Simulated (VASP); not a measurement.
# Ta (Im-3m) in VASP: a series of runs

The runs below take Ta through single point, with r2SCAN.

Everything below comes from runs of VASP 6.6.1. Logs are shortened: lines on timing, memory, paths and dates and some standing lists are left out, and cuts for length are marked.

**1. The cell of the first run**

Symmetry: Im-3m, No. 229, cubic system. The conventional cell has a = 3.307 Å, b = 3.307 Å, c = 3.307 Å, α = 90.00°, β = 90.00°, γ = 90.00°. Ta (site symmetry m-3m) has 14 Ta at 2.86 to 3.31 Å within 3.8 Å.

**2. Single point, r2SCAN**

The input, POSCAR:

```
Ta
1.0
   -1.6533592789      1.6533592789      1.6533592789
    1.6533592789     -1.6533592789      1.6533592789
    1.6533592789      1.6533592789     -1.6533592789
Ta
1
Direct
    0.0000000000      0.0000000000      0.0000000000
```

The input, INCAR.step1:

```
PREC     = Accurate       # precision mode
ENCUT    = 520            # plane-wave cutoff, eV
ISMEAR   = -1             # smearing method
SIGMA    = 0.01           # smearing width, eV
LREAL    = False          # projectors in reciprocal space
LASPH    = True           # aspherical terms in the spheres
NELM     = 80             # most SCF steps
NBANDS   = 12             # bands
GGA      = PE             # functional
ALGO     = Normal         # electronic algorithm
EDIFF    = 1E-4           # SCF threshold, eV
LWAVE    = True           # write WAVECAR
LCHARG   = False          # write CHGCAR
```

The input, INCAR.step2:

```
PREC     = Accurate       # precision mode
ENCUT    = 520            # plane-wave cutoff, eV
EDIFF    = 1E-6           # SCF threshold, eV
ISMEAR   = -1             # smearing method
SIGMA    = 0.01           # smearing width, eV
LREAL    = False          # projectors in reciprocal space
LASPH    = True           # aspherical terms in the spheres
NELM     = 80             # most SCF steps
ALGO     = Normal         # electronic algorithm
ISIF     = 2              # what is computed and relaxed
LWAVE    = False          # write WAVECAR
LCHARG   = False          # write CHGCAR
METAGGA  = R2SCAN         # meta-GGA
LMIXTAU  = True         
NBANDS   = 12             # bands
ISTART   = 1
```

The input, KPOINTS:

```
regular mesh
0
Gamma
  13 13 13
```

Potentials or basis: VASP PAW PBE potentials, release 64 (Ta_pv).

Started as:

```sh
cat potpaw_PBE.64/Ta_pv/POTCAR > POTCAR
cp INCAR.step1 INCAR
mpirun -np 1 vasp_std > vasp.out
cp INCAR.step2 INCAR
mpirun -np 1 vasp_std > vasp.out
```

OUTCAR:

```text
PREC = Accurate
   ENCUT = 520
   EDIFF = 1E-6
   ISMEAR = -1
   LREAL = False
   LASPH = True
   NELM = 80
   ISIF = 2
   METAGGA = R2SCAN
   ISTART = 1

 ion  position               nearest neighbor table
   1  0.000  0.000  0.000-

  LATTYP: Found a body centered cubic cell.
 ALAT       =     3.3067185578

  Lattice vectors:

 A1 = (  -1.6533592789,   1.6533592789,   1.6533592789)
 A2 = (   1.6533592789,  -1.6533592789,   1.6533592789)
 A3 = (   1.6533592789,   1.6533592789,  -1.6533592789)

Analysis of symmetry for initial positions (statically):
=====================================================================
 Subroutine PRICEL returns:
 Original cell was already a primitive cell.

 Routine SETGRP: Setting up the symmetry group for a
 body centered cubic supercell.

 Subroutine GETGRP returns: Found 48 space group operations
 (whereof 48 operations were pure point group operations)
 out of a pool of 48 trial point group operations.

The static configuration has the point symmetry O_h .

Analysis of symmetry for dynamics (positions and initial velocities):
=====================================================================
 Subroutine PRICEL returns:
 Original cell was already a primitive cell.

 Routine SETGRP: Setting up the symmetry group for a
 body centered cubic supercell.

 Subroutine GETGRP returns: Found 48 space group operations
 (whereof 48 operations were pure point group operations)
 out of a pool of 48 trial point group operations.

The dynamic configuration has the point symmetry O_h .

 Subroutine INISYM returns: Found 48 space group operations
 (whereof 48 operations are pure point group operations),
 and found     1 'primitive' translations

----------------------------------------------------------------------------------------

                                     Primitive cell

  volume of cell :      18.0785

  direct lattice vectors                    reciprocal lattice vectors
    -1.653359279  1.653359279  1.653359279     0.000000000  0.302414609  0.302414609
     1.653359279 -1.653359279  1.653359279     0.302414609  0.000000000  0.302414609
     1.653359279  1.653359279 -1.653359279     0.302414609  0.302414609  0.000000000

  length of vectors
     2.863702274  2.863702274  2.863702274     0.427678842  0.427678842  0.427678842

  position of ions in fractional coordinates (direct lattice)
     0.000000000  0.000000000  0.000000000

  ion indices of the primitive-cell ions
   primitive index   ion index
                 1           1

----------------------------------------------------------------------------------------

 KPOINTS: regular mesh

Automatic generation of k-mesh.
 Grid dimensions read from file:
 generate k-points for:   13   13   13

 Generating k-lattice:

  Cartesian coordinates                     Fractional coordinates (reciprocal lattice)
     0.000000000  0.023262662  0.023262662     0.076923077  0.000000000  0.000000000
     0.023262662  0.000000000  0.023262662     0.000000000  0.076923077  0.000000000
     0.023262662  0.023262662  0.000000000     0.000000000  0.000000000  0.076923077

  Length of vectors
     0.032898372  0.032898372  0.032898372

  Shift w.r.t. Gamma in fractional coordinates (k-lattice)
     0.000000000  0.000000000  0.000000000

 Subroutine IBZKPT returns following result:
 ===========================================

 Found     84 irreducible k-points:

 Following reciprocal coordinates:
            Coordinates               Weight
  0.000000  0.000000  0.000000      1.000000
  0.076923  0.000000  0.000000     12.000000
  0.153846  0.000000  0.000000     12.000000
  0.230769  0.000000  0.000000     12.000000
  0.307692  0.000000  0.000000     12.000000
  0.384615  0.000000  0.000000     12.000000
[... 16 lines left out ...]
  0.153846  0.076923  0.076923     24.000000
  0.230769  0.076923  0.076923     24.000000
 [... further k-points ...]
   k-points           NKPTS =     84   k-points in BZ     NKDIM =     84   number of bands    NBANDS=     12
   number of dos      NEDOS =    301   number of ions     NIONS =      1
   total plane-waves  NPLWV =  13824
   dimension x,y,z NGX =    24 NGY =   24 NGZ =   24
   dimension x,y,z NGXF=    48 NGYF=   48 NGZF=   48
   ions per type =               1
   NGX,Y,Z   is equivalent  to a cutoff of  13.93, 13.93, 13.93 a.u.
   NGXF,Y,Z  is equivalent  to a cutoff of  27.87, 27.87, 27.87 a.u.
 SYSTEM =  unknown system
   PREC   = accura    normal or accurate (medium, high low for compatibility)
   ISTART =      1    job   : 0-new  1-cont  2-samecut
   ICHARG =      0    charge: 1-file 2-atom 10-const
   ISPIN  =      1    spin polarized calculation?
   LNONCOLLINEAR =      F non collinear calculations
   LSORBIT =      F    spin-orbit coupling
   LASPH  =      T    aspherical Exc in radial PAW
   ENCUT  =  520.0 eV  38.22 Ry    6.18 a.u.   5.32  5.32  5.32*2*pi/ulx,y,z
   NELM   =     80;   NELMIN=  2; NELMDL=  0     # of ELM steps
   EDIFF  = 0.1E-05   stopping-criterion for ELM
   LREAL  =      F    real-space projection
   EDIFFG = 0.1E-04   stopping-criterion for IOM
   NSW    =      0    number of steps for IOM
   IBRION =     -1    ionic relax: 0-MD 1-quasi-New 2-CG
   NFREE  =      0    steps in history (QN), initial steepest desc. (CG)
   ISIF   =      2    stress and relaxation
   ISYM   =      2    0-nonsym 1-usesym 2-fastsym
   POTIM  = 0.5000    time-step for ionic-motion
   TEBEG  =    0.0;   TEEND  =   0.0 temperature during run
   PSTRESS=    0.0 pullay stress
   NELECT =      11.0000    total number of electrons
   NUPDOWN=      -1.0000    fix difference up-down
   EMIN   =  10.00;   EMAX   =-10.00  energy-range for DOS
   EFERMI =   0.00;   METHOD = LEGACY
   ISMEAR =    -1;   SIGMA  =   0.01  broadening in eV -4-tet -1-fermi 0-gaus
   EFERMI_NEDOS =   21; number of points for ismear=-14 and -15
   IALGO  =     38    algorithm
   IMIX   =      4    mixing-type and parameters
     AMIX     =   0.40;   BMIX     =  1.00
     AMIX_MAG =   1.60;   BMIX_MAG =  1.00
  volume/ion in A,a.u.               =      18.08       122.00
  Fermi-wavevector in a.u.,A,eV,Ry     =   1.387241  2.621505 26.183552  1.924437
  Thomas-Fermi vector in A             =   2.511480
   LORBIT       =      0    0 simple, 1 ext, 2 COOP (PROOUT), +10 PAW based schemes
   METAGGA = R2SCAN    functional components
   LHFCALC =     F    Hartree Fock is set to
   AEXX    =    0.0000 exact exchange contribution
   IVDW    =     0    specifies the selected vdW correction
   LEPSILON=     F    determine dielectric tensor
   LRPA    =     F    only Hartree local field effects (RPA)
 non-spin polarized calculation
  energy-cutoff  :      520.00
  volume of cell :       18.08
 maximum number of plane-waves:       496
 NGX is ok and might be reduce to    24
   NGX = 11   NGY = 11   NGZ = 11

 number of electron      11.0000002 magnetization

 Free energy of the ion-electron system (eV)
  ---------------------------------------------------
  ext. energy  EPLUGINS =         0.00000000
  ---------------------------------------------------
  free energy    TOTEN  =       -48.58210967 eV

  energy without entropy =      -48.58173080  energy(sigma->0) =      -48.58192024

 E-fermi :   5.2732     XC(G=0): -13.7502

 val. band max:        5.2676945062   @ k =  -0.3846   0.4615   0.1538
 cond. band min:       5.3222919573   @ k =  -0.3846   0.3846   0.0769
 fundamental gap:      0.0545974511
 Fermi energy:         5.2732322574

 k-point     1 :       0.0000    0.0000    0.0000
  band No.  band energies     occupation
      1     -28.9415      2.00000
      2     -28.9415      2.00000
      3     -28.9415      2.00000
      4      -3.0207      2.00000
      5       6.1346      0.00000
      6       6.1346      0.00000
      7       6.1346      0.00000
      8       9.6168      0.00000
      9       9.6168      0.00000
     10      17.3890      0.00000
     11      21.0547      0.00000
     12      21.0547      0.00000

 k-point     2 :       0.0769    0.0000    0.0000
  band No.  band energies     occupation
      1     -29.0176      2.00000
      2     -28.9646      2.00000
      3     -28.9419      2.00000
      4      -2.7469      2.00000
      5       5.9551      0.00000
      6       6.0745      0.00000
      7       6.4012      0.00000
      8       9.3372      0.00000
      9       9.6159      0.00000
     10      17.3889      0.00000
     11      21.2939      0.00000
     12      21.5363      0.00000

 k-point     3 :       0.1538    0.0000    0.0000
  band No.  band energies     occupation
      1     -29.2241      2.00000
      2     -29.0283      2.00000
      3     -28.9431      2.00000
      4      -1.9803      2.00000
      5       5.4954      0.00000
      6       5.7980      0.00000
      7       7.1852      0.00000
      8       8.9294      0.00000
      9       9.6419      0.00000
     10      17.3888      0.00000
     11      21.7400      0.00000
     12      22.8935      0.00000
[... 286 lines left out ...]
 k-point    23 :       0.1538    0.0769    0.0769
  band No.  band energies     occupation
      1     -29.5967      2.00000
      2     -29.0890      2.00000
      3     -29.0015      2.00000
      4      -0.4461      2.00000
      5       4.6812      2.00000
      6       4.7841      2.00000
      7       9.1911      0.00000
      8       9.4250      0.00000
      9       9.7021      0.00000
     10      17.3883      0.00000
     11      22.1302      0.00000
     12      23.0005      0.00000

 k-point    24 :       0.2308    0.0769    0.0769
  band No.  band energies     occupation
      1     -29.8180      2.00000
      2     -29.2078      2.00000
      3     -29.0089      2.00000
      4       0.6214      2.00000
      5       4.1937      2.00000
      6       4.5876      2.00000
      7       9.3881      0.00000
      8      10.0444      0.00000
      9      11.0870      0.00000
     10      17.3873      0.00000
     11      20.6895      0.00000
     12      20.8904      0.00000

 [... further k-points ...]
[... 5 lines left out ...]
  --------------------------------------------------------------------------------------
  -------------------------------------------------------------------------------------
  Total        0.0685110      0.0685110      0.0685110     -0.0000000     -0.0000000     -0.0000000
  in kB        6.0716840      6.0716840      6.0716840     -0.0000000     -0.0000000     -0.0000000
  external PRESSURE =       6.0716840 kB  Pullay stress =       0.0000000 kB

 VOLUME and BASIS-vectors are now :
 -----------------------------------------------------------------------------
  energy-cutoff  :      520.00
  volume of cell :       18.08
      direct lattice vectors                 reciprocal lattice vectors
    -1.653359279  1.653359279  1.653359279     0.000000000  0.302414609  0.302414609
     1.653359279 -1.653359279  1.653359279     0.302414609  0.000000000  0.302414609
     1.653359279  1.653359279 -1.653359279     0.302414609  0.302414609  0.000000000

 POSITION                                       TOTAL-FORCE (eV/Angst)
 -----------------------------------------------------------------------------------
      0.00000      0.00000      0.00000        -0.000000     -0.000000      0.000000
 -----------------------------------------------------------------------------------
    total drift:                                0.000000      0.000000     -0.000000

  FREE ENERGIE OF THE ION-ELECTRON SYSTEM (eV)
  ---------------------------------------------------
  free  energy   TOTEN  =       -48.5821096711 eV

  energy  without entropy=      -48.5817308041  energy(sigma->0) =      -48.58192024
```

Run time: 57 s. Hardware: 1 thread of Intel Xeon 8259CL, shared host; peak memory 0.16 GiB.

Results:

- Free energy: -48.5821 eV
- Pressure: 0.6 GPa

Caveat: the PAW data sets were made with another functional, which shifts forces and pressure a little; spin-orbit coupling is left out, which moves the levels of the heavy elements.

(Continued in part 2 of 2.)
